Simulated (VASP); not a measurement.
GaN: single point with PBE

Crystal: GaN.

```xyz
8
Lattice="4.5485 0.0000 0.0000 0.0000 -4.5485 0.0000 0.0000 0.0000 -4.5485" Properties=species:S:1:pos:R:3 pbc="T T T"
Ga    0.0000    0.0000    0.0000
Ga    2.2742   -2.2742    0.0000
Ga    2.2742    0.0000   -2.2742
Ga    0.0000   -2.2742   -2.2742
N     3.5528   -3.5528   -3.4114
N     1.1371   -1.1371   -3.4114
N     1.1371   -3.4114   -1.1371
N     3.4114   -1.1371   -1.1371
```

This cell differs from its parent crystal: atom 5 (N) moved -0.200 Å towards its neighbour atom 6 (N) at 3.216 Å.

- Program: VASP 6.6.1
- Task: single point
- Functional: PBE
- Potentials or basis: VASP PAW PBE potentials, release 64 (Ga_d, N)
- Cutoff: 520 eV
- k mesh: 6 × 6 × 6
- Occupations: gaussian, width 0.05 eV
- Spin: no spin polarisation
- Dipole correction: no
- Further INCAR settings: ALGO = Normal; EDIFF = 1e-07; NBANDS = 46

```
Pressure               : 1.2 GPa
Largest force          : 3.567 eV/Å
Band gap on the k mesh : 1.43 eV
```

Forces in eV/Å, atoms in the order of the input:
```
Ga   1.082 -1.082 -1.131
Ga   0.399 -0.399  0.253
Ga   0.151 -0.083 -0.069
Ga   0.083 -0.151 -0.069
N   -2.416  2.416  1.025
N    0.366 -0.366  0.004
N    0.357  0.022 -0.007
N   -0.022 -0.357 -0.007
```

Stress tensor (GPa, compression positive):
```
 0.94 -1.16 -1.94
-1.16  0.94  1.94
-1.94  1.94  1.81
```

Levels at points of the mesh, in eV from the valence-band top:
```tsv
k point	band 32	band 33	band 34	band 35	band 36	band 37	band 38	band 39	band 40	band 41
(0.00, 0.00, 0.00)	-2.69	-2.55	-0.19	-0.12	0.00	1.43	3.21	3.27	3.28	5.95
(0.50, 0.00, 0.00)	-3.36	-1.67	-1.59	-1.47	-1.33	4.31	4.36	5.93	6.03	6.83
(0.00, 0.00, 0.50)	-3.42	-1.54	-1.53	-1.50	-1.43	4.25	4.32	5.94	5.99	6.77
(0.50, 0.50, 0.00)	-3.06	-1.24	-1.10	-0.99	-0.93	5.35	6.09	6.12	6.51	7.13
(0.00, 0.50, 0.50)	-3.06	-1.24	-1.09	-1.08	-0.88	5.61	5.86	6.18	6.46	7.06
(0.50, 0.50, 0.50)	-1.04	-1.03	-1.03	-0.89	-0.73	4.07	4.31	4.34	4.52	8.28
```

Run time: 14 min on 1 thread of Oxide Virtual Turin-like Processor, with other jobs on the host, peak memory 0.3 GiB.

Caveat: the cell differs from its parent crystal (atom 5 (N) moved -0.200 Å towards its neighbour atom 6 (N) at 3.216 Å); forces of over 1 eV/Å act on the atoms, so gaps and moduli don't describe the material at rest.
